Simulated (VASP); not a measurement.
Write the native input for VASP 6.6.1 that does the following.

| Quantity | Value |
| --- | --- |
| Task | single point |
| Functional | PBE |
| Potentials or basis | VASP PAW PBE potentials, release 64 (Mn_pv) |
| Cutoff | 520 eV |
| k mesh | 16 × 16 × 5 |
| Occupations | fermi-dirac, width 0.1 eV |
| Spin | no spin polarisation |
| Dipole correction | no |
| Further INCAR settings | ALGO = Normal; EDIFF = 1e-07; NBANDS = 34 |

The structure of Mn lies in POSCAR:

```
Mn
1.0
    2.5176123536      0.0000000000      0.0000000000
   -1.2588061768      2.1803162551      0.0000000000
    0.0000000000      0.0000000000      8.1237319712
Mn
4
Direct
    1.0000000000      1.0000000000      0.0000000000
    1.0000000000      1.0000000000      0.5000000000
    0.3333333333      0.6666666667      0.2500000000
    0.6666666667      0.3333333333      0.7500000000
```

This isn't the form of Mn at room conditions, which is a 58-atom cubic cell.

These files were run (other wordings do the same):

INCAR

```
SYSTEM = Mn
ALGO     = Normal         ! electronic algorithm
EDIFF    = 1E-7           ! SCF threshold, eV
ENCUT    = 520            ! plane-wave cutoff, eV
GGA      = PE             ! functional
ISIF     = 2              ! what is computed and relaxed
ISMEAR   = -1             ! smearing method
LASPH    = .True.         ! aspherical terms in the spheres
LCHARG   = .False.        ! write CHGCAR
LREAL    = .False.        ! projectors in reciprocal space
LWAVE    = .False.        ! write WAVECAR
NBANDS   = 34             ! bands
NELM     = 100            ! most SCF steps
PREC     = Accurate       ! precision mode
SIGMA    = 0.1            ! smearing width, eV
```

KPOINTS

```
k-points
0
Gamma
  16 16 5
  0 0 0
```

Potentials or basis: VASP PAW PBE potentials, release 64 (Mn_pv).

Command:

```bash
$ cat potpaw_PBE.64/Mn_pv/POTCAR > POTCAR
$ mpirun -np 1 vasp_std > vasp.out
```

Results of the run:

* Pressure: -10.1 GPa
* Band gap on the k mesh: zero (bands 26 and 27 overlap by 2.07 eV)

Caveat: the cell stands under tension; the run has no spin polarisation, though such a crystal can be magnetic.

It took 79 s on 1 thread of AMD EPYC 9R45 96-Core Processor (Zen 5), on a shared host, peak memory 0.19 GiB.
